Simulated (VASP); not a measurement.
# N in VASP: a series of runs

Runs on N. Level: PBEsol. Tasks: single point.

All numbers are computed with VASP 6.6.1; they aren't measurements. Logs are shortened: lines on timing, memory, paths and dates and some standing lists are left out, and cuts for length are marked.

## Step 1: The cell of the first run

Symmetry: R3, No. 146, trigonal system. Conventional cell: a = 8.069 Å, b = 8.069 Å, c = 9.589 Å, α = 90.00°, β = 90.00°, γ = 120.00°. Within 4.9 Å of N (site symmetry 3) lie 12 N at 3.75 to 4.30 Å. Within 4.9 Å of N (site symmetry 1) lie 12 N at 3.73 to 4.30 Å.

## Step 2: Single point, PBEsol (equal xy, yz and zx shear strains of -2 %)

The input, INCAR:

```
ALGO = Normal
EDIFF = 1E-6
ENCUT = 520
GGA = PS
ISIF = 2
ISMEAR = -1
LASPH = T
LCHARG = F
LREAL = F
LWAVE = F
NBANDS = 18
NELM = 60
PREC = Accurate
SIGMA = 0.02
```

The input, KPOINTS:

```
k-points
0
Gamma
  4 4 4
```

The input, POSCAR:

```
N
1.0
    5.6490000000     -0.0564900000     -0.0564900000
   -0.0564900000      5.6490000000     -0.0564900000
   -0.0564900000     -0.0564900000      5.6490000000
N
4
Direct
    0.0300000000      0.0300000000      0.0300000000
    0.4700000000      0.9700000000      0.5300000000
    0.5300000000      0.4700000000      0.9700000000
    0.9700000000      0.5300000000      0.4700000000
```

Potentials or basis: VASP PAW PBE potentials, release 64 (N).

Launch:

```
$ cat potpaw_PBE.64/N/POTCAR > POTCAR
$ mpirun -np 1 vasp_std > vasp.out
```

OUTCAR:

```text
EDIFF = 1E-6
   ENCUT = 520
   GGA = PS
   ISIF = 2
   ISMEAR = -1
   LASPH = T
   LREAL = F
   NELM = 60
   PREC = Accurate

 ion  position               nearest neighbor table
   1  0.030  0.030  0.030-
   2  0.470  0.970  0.530-
   3  0.530  0.470  0.970-
   4  0.970  0.530  0.470-

  LATTYP: Found a trigonal (rhomboedric) cell.
 ALAT       =     5.6495648718
 COS(alpha) =    -0.0198960208

  Lattice vectors:

 A1 = (   5.6490000000,  -0.0564900000,  -0.0564900000)
 A2 = (  -0.0564900000,   5.6490000000,  -0.0564900000)
 A3 = (  -0.0564900000,  -0.0564900000,   5.6490000000)

Analysis of symmetry for initial positions (statically):
=====================================================================
 Subroutine PRICEL returns:
 Original cell was already a primitive cell.

 Routine SETGRP: Setting up the symmetry group for a
 trigonal (rhombohedral) supercell.

 Subroutine GETGRP returns: Found  3 space group operations
 (whereof  3 operations were pure point group operations)
 out of a pool of 12 trial point group operations.

The static configuration has the point symmetry C_3 .

Analysis of symmetry for dynamics (positions and initial velocities):
=====================================================================
 Subroutine PRICEL returns:
 Original cell was already a primitive cell.

 Routine SETGRP: Setting up the symmetry group for a
 trigonal (rhombohedral) supercell.

 Subroutine GETGRP returns: Found  3 space group operations
 (whereof  3 operations were pure point group operations)
 out of a pool of 12 trial point group operations.

The dynamic configuration has the point symmetry C_3 .

 Subroutine INISYM returns: Found  3 space group operations
 (whereof  3 operations are pure point group operations),
 and found     1 'primitive' translations

----------------------------------------------------------------------------------------

                                     Primitive cell

  volume of cell :     180.2119

  direct lattice vectors                    reciprocal lattice vectors
     5.649000000 -0.056490000 -0.056490000     0.177058251  0.001788467  0.001788467
    -0.056490000  5.649000000 -0.056490000     0.001788467  0.177058251  0.001788467
    -0.056490000 -0.056490000  5.649000000     0.001788467  0.001788467  0.177058251

  length of vectors
     5.649564872  5.649564872  5.649564872     0.177076316  0.177076316  0.177076316

  position of ions in fractional coordinates (direct lattice)
     0.030000000  0.030000000  0.030000000
     0.470000000  0.970000000  0.530000000
     0.530000000  0.470000000  0.970000000
     0.970000000  0.530000000  0.470000000

  ion indices of the primitive-cell ions
   primitive index   ion index
                 1           1
                 2           2
                 3           3
                 4           4

----------------------------------------------------------------------------------------

 KPOINTS: k-points

Automatic generation of k-mesh.
 Grid dimensions read from file:
 generate k-points for:    4    4    4

 Generating k-lattice:

  Cartesian coordinates                     Fractional coordinates (reciprocal lattice)
     0.044264563  0.000447117  0.000447117     0.250000000  0.000000000  0.000000000
     0.000447117  0.044264563  0.000447117     0.000000000  0.250000000  0.000000000
     0.000447117  0.000447117  0.044264563     0.000000000  0.000000000  0.250000000

  Length of vectors
     0.044269079  0.044269079  0.044269079

  Shift w.r.t. Gamma in fractional coordinates (k-lattice)
     0.000000000  0.000000000  0.000000000

 Subroutine IBZKPT returns following result:
 ===========================================

 Found     14 irreducible k-points:

 Following reciprocal coordinates:
            Coordinates               Weight
  0.000000  0.000000  0.000000      1.000000
  0.250000  0.000000  0.000000      6.000000
  0.500000  0.000000  0.000000      3.000000
  0.250000  0.250000  0.000000      6.000000
  0.500000  0.250000  0.000000      6.000000
  0.500000 -0.000000 -0.250000      6.000000
 -0.250000  0.250000  0.000000      6.000000
  0.500000  0.500000  0.000000      3.000000
  0.250000  0.250000  0.250000      2.000000
  0.500000  0.250000  0.250000      6.000000
 -0.250000  0.250000  0.250000      6.000000
  0.500000  0.500000  0.250000      6.000000
 -0.250000  0.500000  0.250000      6.000000
  0.500000  0.500000  0.500000      1.000000
   k-points           NKPTS =     14   k-points in BZ     NKDIM =     14   number of bands    NBANDS=     18
   number of dos      NEDOS =    301   number of ions     NIONS =      4
   total plane-waves  NPLWV =  74088
   dimension x,y,z NGX =    42 NGY =   42 NGZ =   42
   dimension x,y,z NGXF=    84 NGYF=   84 NGZF=   84
   ions per type =               4
   NGX,Y,Z   is equivalent  to a cutoff of  12.36, 12.36, 12.36 a.u.
   NGXF,Y,Z  is equivalent  to a cutoff of  24.72, 24.72, 24.72 a.u.
 SYSTEM =  unknown system
   PREC   = accura    normal or accurate (medium, high low for compatibility)
   ISTART =      0    job   : 0-new  1-cont  2-samecut
   ICHARG =      2    charge: 1-file 2-atom 10-const
   ISPIN  =      1    spin polarized calculation?
   LNONCOLLINEAR =      F non collinear calculations
   LSORBIT =      F    spin-orbit coupling
   LASPH  =      T    aspherical Exc in radial PAW
   ENCUT  =  520.0 eV  38.22 Ry    6.18 a.u.  10.50 10.50 10.50*2*pi/ulx,y,z
   NELM   =     60;   NELMIN=  2; NELMDL= -5     # of ELM steps
   EDIFF  = 0.1E-05   stopping-criterion for ELM
   LREAL  =      F    real-space projection
   EDIFFG = 0.1E-04   stopping-criterion for IOM
   NSW    =      0    number of steps for IOM
   IBRION =     -1    ionic relax: 0-MD 1-quasi-New 2-CG
   NFREE  =      0    steps in history (QN), initial steepest desc. (CG)
   ISIF   =      2    stress and relaxation
   ISYM   =      2    0-nonsym 1-usesym 2-fastsym
   POTIM  = 0.5000    time-step for ionic-motion
   TEBEG  =    0.0;   TEEND  =   0.0 temperature during run
   PSTRESS=    0.0 pullay stress
   NELECT =      20.0000    total number of electrons
   NUPDOWN=      -1.0000    fix difference up-down
   EMIN   =  10.00;   EMAX   =-10.00  energy-range for DOS
   EFERMI =   0.00;   METHOD = LEGACY
   ISMEAR =    -1;   SIGMA  =   0.02  broadening in eV -4-tet -1-fermi 0-gaus
   EFERMI_NEDOS =   21; number of points for ismear=-14 and -15
   IALGO  =     38    algorithm
   IMIX   =      4    mixing-type and parameters
     AMIX     =   0.40;   BMIX     =  1.00
     AMIX_MAG =   1.60;   BMIX_MAG =  1.00
  volume/ion in A,a.u.               =      45.05       304.03
  Fermi-wavevector in a.u.,A,eV,Ry     =   0.786726  1.486697  8.421166  0.618938
  Thomas-Fermi vector in A             =   1.891323
   LORBIT       =      0    0 simple, 1 ext, 2 COOP (PROOUT), +10 PAW based schemes
   GGA     = PS    functional components
   LHFCALC =     F    Hartree Fock is set to
   AEXX    =    0.0000 exact exchange contribution
   IVDW    =     0    specifies the selected vdW correction
   LEPSILON=     F    determine dielectric tensor
   LRPA    =     F    only Hartree local field effects (RPA)
 non-spin polarized calculation
  energy-cutoff  :      520.00
  volume of cell :      180.21
 maximum number of plane-waves:      4868
   NGX = 21   NGY = 21   NGZ = 21

 number of electron      20.0000001 magnetization

 Free energy of the ion-electron system (eV)
  ---------------------------------------------------
  ext. energy  EPLUGINS =         0.00000000
  ---------------------------------------------------
  free energy    TOTEN  =        -2.56573084 eV

  energy without entropy =       -2.52720827  energy(sigma->0) =       -2.54646955

 E-fermi :  -5.4524     XC(G=0):  -5.0979

 val. band max:       -5.4575668550   @ k =   0.5000   0.5000   0.0000
 cond. band min:      -5.4514609892   @ k =   0.2500   0.2500   0.0000
 fundamental gap:      0.0061058658
 Fermi energy:        -5.4524351847

 k-point     1 :       0.0000    0.0000    0.0000
  band No.  band energies     occupation
      1     -17.1169      2.00000
      2     -16.9177      2.00000
      3     -16.9163      2.00000
      4     -16.9163      2.00000
      5      -5.9259      2.00000
      6      -5.9259      2.00000
[... 10 lines left out ...]
     17       0.9535      0.00000
     18       4.6368      0.00000

 k-point     2 :       0.2500    0.0000    0.0000
  band No.  band energies     occupation
      1     -17.0898      2.00000
      2     -16.9550      2.00000
      3     -16.9149      2.00000
      4     -16.9070      2.00000
      5      -5.8816      2.00000
      6      -5.8733      2.00000
[... 10 lines left out ...]
     17       1.3498      0.00000
     18       3.6447      0.00000

 k-point     3 :       0.5000    0.0000    0.0000
  band No.  band energies     occupation
      1     -17.0249      2.00000
      2     -17.0222      2.00000
      3     -16.9123      2.00000
      4     -16.9069      2.00000
      5      -5.7688      2.00000
      6      -5.7652      2.00000
[... 10 lines left out ...]
     17       2.3607      0.00000
     18       2.3640      0.00000

 k-point     4 :       0.2500    0.2500    0.0000
  band No.  band energies     occupation
      1     -17.0642      2.00000
      2     -16.9646      2.00000
      3     -16.9291      2.00000
      4     -16.9080      2.00000
      5      -5.8515      2.00000
      6      -5.8167      2.00000
[... 10 lines left out ...]
     17       1.7273      0.00000
     18       3.7955      0.00000

 k-point     5 :       0.5000    0.2500    0.0000
  band No.  band energies     occupation
      1     -17.0140      2.00000
      2     -17.0069      2.00000
      3     -16.9256      2.00000
      4     -16.9184      2.00000
      5      -5.8183      2.00000
      6      -5.8040      2.00000
[... 10 lines left out ...]
     17       2.6462      0.00000
     18       2.6920      0.00000

 k-point     6 :       0.5000   -0.0000   -0.2500
  band No.  band energies     occupation
      1     -17.0140      2.00000
      2     -17.0069      2.00000
      3     -16.9257      2.00000
      4     -16.9184      2.00000
      5      -5.8190      2.00000
      6      -5.8033      2.00000
[... 10 lines left out ...]
     17       2.6445      0.00000
     18       2.6902      0.00000

 k-point     7 :      -0.2500    0.2500    0.0000
  band No.  band energies     occupation
      1     -17.0685      2.00000
      2     -16.9589      2.00000
      3     -16.9258      2.00000
      4     -16.9126      2.00000
      5      -5.8705      2.00000
      6      -5.8263      2.00000
[... 10 lines left out ...]
     17       1.7006      0.00000
     18       3.8599      0.00000

 k-point     8 :       0.5000    0.5000    0.0000
  band No.  band energies     occupation
      1     -16.9968      2.00000
      2     -16.9865      2.00000
      3     -16.9441      2.00000
      4     -16.9362      2.00000
      5      -5.8513      2.00000
      6      -5.8289      2.00000
[... 10 lines left out ...]
     17       3.3986      0.00000
     18       3.4924      0.00000

 k-point     9 :       0.2500    0.2500    0.2500
  band No.  band energies     occupation
      1     -17.0405      2.00000
      2     -16.9683      2.00000
      3     -16.9382      2.00000
      4     -16.9177      2.00000
      5      -5.8701      2.00000
      6      -5.8615      2.00000
[... 10 lines left out ...]
     17       2.0860      0.00000
     18       3.9459      0.00000

 k-point    10 :       0.5000    0.2500    0.2500
  band No.  band energies     occupation
      1     -17.0044      2.00000
      2     -16.9924      2.00000
      3     -16.9347      2.00000
      4     -16.9317      2.00000
      5      -5.9132      2.00000
      6      -5.9057      2.00000
[... 10 lines left out ...]
     17       2.9165      0.00000
     18       3.0012      0.00000

 k-point    11 :      -0.2500    0.2500    0.2500
  band No.  band energies     occupation
      1     -17.0485      2.00000
      2     -16.9621      2.00000
      3     -16.9362      2.00000
      4     -16.9178      2.00000
      5      -5.8951      2.00000
      6      -5.8865      2.00000
[... 10 lines left out ...]
     17       2.0366      0.00000
     18       4.0109      0.00000

 k-point    12 :       0.5000    0.5000    0.2500
  band No.  band energies     occupation
      1     -16.9885      2.00000
      2     -16.9797      2.00000
      3     -16.9513      2.00000
      4     -16.9419      2.00000
      5      -5.9651      2.00000
      6      -5.9564      2.00000
[... 10 lines left out ...]
     17       3.6165      0.00000
     18       3.6919      0.00000

 k-point    13 :      -0.2500    0.5000    0.2500
  band No.  band energies     occupation
      1     -17.0022      2.00000
      2     -16.9998      2.00000
      3     -16.9364      2.00000
      4     -16.9246      2.00000
      5      -5.9233      2.00000
      6      -5.9165      2.00000
[... 10 lines left out ...]
     17       2.9376      0.00000
     18       2.9411      0.00000

 k-point    14 :       0.5000    0.5000    0.5000
  band No.  band energies     occupation
      1     -16.9694      2.00000
      2     -16.9694      2.00000
      3     -16.9690      2.00000
      4     -16.9510      2.00000
      5      -6.0183      2.00000
      6      -6.0098      2.00000
[... 10 lines left out ...]
     17       4.1893      0.00000
     18       4.1894      0.00000

------------------------ aborting loop because EDIFF is reached ----------------------------------------

  FORCE on cell =-STRESS in cart. coord.  units (eV):
  Direction    XX          YY          ZZ          XY          YZ          ZX
  --------------------------------------------------------------------------------------
  -------------------------------------------------------------------------------------
  Total       -4.6699387     -4.6699387     -4.6699387     -0.1939990     -0.1939990     -0.1939990
  in kB      -41.5181707    -41.5181707    -41.5181707     -1.7247514     -1.7247514     -1.7247514
  external PRESSURE =     -41.5181707 kB  Pullay stress =       0.0000000 kB

 VOLUME and BASIS-vectors are now :
 -----------------------------------------------------------------------------
  energy-cutoff  :      520.00
  volume of cell :      180.21
      direct lattice vectors                 reciprocal lattice vectors
     5.649000000 -0.056490000 -0.056490000     0.177058251  0.001788467  0.001788467
    -0.056490000  5.649000000 -0.056490000     0.001788467  0.177058251  0.001788467
    -0.056490000 -0.056490000  5.649000000     0.001788467  0.001788467  0.177058251

 POSITION                                       TOTAL-FORCE (eV/Angst)
 -----------------------------------------------------------------------------------
      0.16608      0.16608      0.16608         0.248171      0.248171      0.248171
      2.57029      5.42304      2.91262        -0.256184     -0.196773      0.204785
      2.91262      2.57029      5.42304         0.204785     -0.256184     -0.196773
      5.42304      2.91262      2.57029        -0.196773      0.204785     -0.256184
 -----------------------------------------------------------------------------------
    total drift:                               -0.000025     -0.000025     -0.000025

  FREE ENERGIE OF THE ION-ELECTRON SYSTEM (eV)
  ---------------------------------------------------
  free  energy   TOTEN  =        -2.5657308413 eV

  energy  without entropy=       -2.5272082681  energy(sigma->0) =       -2.54646955
```

Wall time 76 s (1 thread of AMD EPYC 7R13, shared host); peak memory 0.22 GiB.

What came out:

```
Free energy            : -2.5657 eV
Pressure               : -4.2 GPa
Largest force          : 0.430 eV/Å
Band gap on the k mesh : zero (band 10 reaches -5.31 eV, above the bottom of band 11 at -5.46 eV)
```

Forces in eV/Å, atoms in the order of the input:
```
N    0.248  0.248  0.248
N   -0.256 -0.197  0.205
N    0.205 -0.256 -0.197
N   -0.197  0.205 -0.256
```

Stress tensor (GPa, compression positive):
```
-4.15 -0.17 -0.17
-0.17 -4.15 -0.17
-0.17 -0.17 -4.15
```

Caveat: the cell differs from its parent crystal (equal xy, yz and zx shear strains of -2 %); the PAW data sets were made with another functional, which shifts forces and pressure a little.

## Step 3: Single point, PBEsol (equal xy, yz and zx shear strains of +2 %)

The input, INCAR:

```
  ALGO = Normal
  EDIFF = 1E-6
  ENCUT = 520
  GGA = PS
  ISIF = 2
  ISMEAR = -1
  LASPH = True
  LCHARG = False
  LREAL = False
  LWAVE = False
  NBANDS = 18
  NELM = 80
  PREC = Accurate
  SIGMA = 0.02
```

KPOINTS is that of step 2.

The input, POSCAR:

```
N
1.0
    5.6490000000      0.0564900000      0.0564900000
    0.0564900000      5.6490000000      0.0564900000
    0.0564900000      0.0564900000      5.6490000000
N
4
Direct
    0.0300000000      0.0300000000      0.0300000000
    0.4700000000      0.9700000000      0.5300000000
    0.5300000000      0.4700000000      0.9700000000
    0.9700000000      0.5300000000      0.4700000000
```

Potentials or basis: VASP PAW PBE potentials, release 64 (N).

Launch:

```
$ cat potpaw_PBE.64/N/POTCAR > POTCAR
$ mpirun -np 1 vasp_std > vasp.out
```

Run time: 70 s. Hardware: 1 thread of AMD EPYC 7R13, shared host; peak memory 0.22 GiB.

The run converged. Its results:

```
Free energy            : -2.5655 eV
Pressure               : -4.2 GPa
Largest force          : 0.407 eV/Å
Band gap on the k mesh : zero (band 10 reaches -5.30 eV, above the bottom of band 11 at -5.46 eV)
```

Forces on the atoms (eV/Å):
```
N    0.205  0.205  0.205
N   -0.199 -0.254  0.248
N    0.248 -0.199 -0.254
N   -0.254  0.248 -0.199
```

Stress tensor (GPa, compression positive):
```
-4.15  0.17  0.17
 0.17 -4.15  0.17
 0.17  0.17 -4.15
```

Levels at points of the mesh, in eV from the Fermi level:
```
           k point  band 8  band 9  band 10  band 11  band 12  band 13
(0.00, 0.00, 0.00)   -0.03   -0.03    -0.03     0.02     0.02     0.06
(0.50, 0.00, 0.00)   -0.25   -0.17    -0.16     0.02     0.03     0.13
(0.50, 0.50, 0.00)   -0.31   -0.15    -0.14    -0.01     0.01     0.17
(0.50, 0.50, 0.50)   -0.55    0.15     0.15     0.15     0.16     0.17
```

Caveat: the cell differs from its parent crystal (equal xy, yz and zx shear strains of +2 %); the PAW data sets were made with another functional, which shifts forces and pressure a little.

## Step 4: Single point, PBEsol (equal xy, yz and zx shear strains of -1 %)

The input, INCAR:

```
PREC = Accurate
ENCUT = 520
EDIFF = 1E-7
ISMEAR = -1
SIGMA = 0.02
LREAL = F
LASPH = T
NELM = 100
ALGO = Normal
ISIF = 2
LWAVE = F
LCHARG = F
GGA = PS
NBANDS = 18
```

The input, KPOINTS:

```
regular mesh
0
Gamma
  4 4 4
```

The input, POSCAR:

```
N
1.0
    5.6490000000     -0.0282450000     -0.0282450000
   -0.0282450000      5.6490000000     -0.0282450000
   -0.0282450000     -0.0282450000      5.6490000000
N
4
Direct
    0.0300000000      0.0300000000      0.0300000000
    0.4700000000      0.9700000000      0.5300000000
    0.5300000000      0.4700000000      0.9700000000
    0.9700000000      0.5300000000      0.4700000000
```

Launch:

```
$ cat potpaw_PBE.64/N/POTCAR > POTCAR
$ mpirun -np 1 vasp_std > vasp.out
```

It took 67 s on 1 thread of AMD EPYC 7R13, shared host; peak memory 0.22 GiB.

It converged, with:

* Free energy: -2.5603 eV
* Pressure: -4.1 GPa
* Largest force: 0.411 eV/Å
* Band gap on the k mesh: zero (band 10 reaches -5.30 eV, above the bottom of band 11 at -5.46 eV)

Forces on the atoms (eV/Å):
```
N    0.237  0.237  0.237
N   -0.241 -0.212  0.215
N    0.215 -0.241 -0.212
N   -0.212  0.215 -0.241
```

Stress tensor (GPa, compression positive):
```
-4.15 -0.09 -0.09
-0.09 -4.15 -0.09
-0.09 -0.09 -4.15
```

Levels at points of the mesh, in eV from the Fermi level:
| k point | band 8 | band 9 | band 10 | band 11 | band 12 | band 13 |
| --- | --- | --- | --- | --- | --- | --- |
| (0.00, 0.00, 0.00) | -0.03 | -0.03 | -0.03 | 0.01 | 0.01 | 0.06 |
| (0.50, 0.00, 0.00) | -0.26 | -0.17 | -0.16 | 0.02 | 0.02 | 0.14 |
| (0.50, 0.50, 0.00) | -0.31 | -0.15 | -0.14 | 0.00 | 0.00 | 0.17 |
| (0.50, 0.50, 0.50) | -0.56 | 0.15 | 0.15 | 0.16 | 0.16 | 0.17 |

Caveat: the cell differs from its parent crystal (equal xy, yz and zx shear strains of -1 %); the PAW data sets were made with another functional, which shifts forces and pressure a little.

(Continued in part 2 of 2.)
